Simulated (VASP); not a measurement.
Write the native input for VASP 6.6.1 that does the following.

```yaml
Task: single point
Functional: LDA
Potentials_or_basis: VASP PAW LDA potentials, release 64 (Mg, Se)
Cutoff: 600 eV
k_mesh: 8 × 8 × 8
Occupations: gaussian, width 0.01 eV
Spin: no spin polarisation
Dipole_correction: no
Further_INCAR_settings: ALGO = Normal; EDIFF = 1e-06; NBANDS = 11
```

The structure of MgSe lies in POSCAR:

```
MgSe
1.0
    0.0000000000      2.7362693762      2.7362693762
    2.7362693762      0.0000000000      2.7362693762
    2.7362693762      2.7362693762      0.0000000000
Mg Se
1 1
Direct
    0.0000000000      0.0000000000      0.0000000000
    0.5000000000      0.5000000000      0.5000000000
```

One way to write it, as run:

INCAR

```
PREC     = Accurate       # precision mode
ENCUT    = 600            # plane-wave cutoff, eV
EDIFF    = 1E-6           # SCF threshold, eV
ISMEAR   = 0              # smearing method
SIGMA    = 0.01           # smearing width, eV
LREAL    = F              # projectors in reciprocal space
LASPH    = T              # aspherical terms in the spheres
NELM     = 120            # most SCF steps
ALGO     = Normal         # electronic algorithm
ISIF     = 2              # what is computed and relaxed
LWAVE    = F              # write WAVECAR
LCHARG   = T              # write CHGCAR
LELF     = T              # ELF
LVHAR    = T            
NBANDS   = 11             # bands
GGA_COMPAT= F
```

KPOINTS

```
regular mesh
0
Gamma
  8 8 8
```

Potentials or basis: VASP PAW LDA potentials, release 64 (Mg, Se).

The run is started by

```sh
$ cat potpaw_LDA.64/Mg/POTCAR potpaw_LDA.64/Se/POTCAR > POTCAR
$ mpirun -np 1 vasp_std > vasp.out
```

Results of the run:

| Quantity | Value |
| --- | --- |
| Pressure | -3.1 GPa |
| Band gap on the k mesh | 1.63 eV, indirect (least direct gap 2.32 eV) |

Run time: 23 s on 1 thread of Intel Xeon 8259CL, with other jobs on the host, peak memory 0.16 GiB.
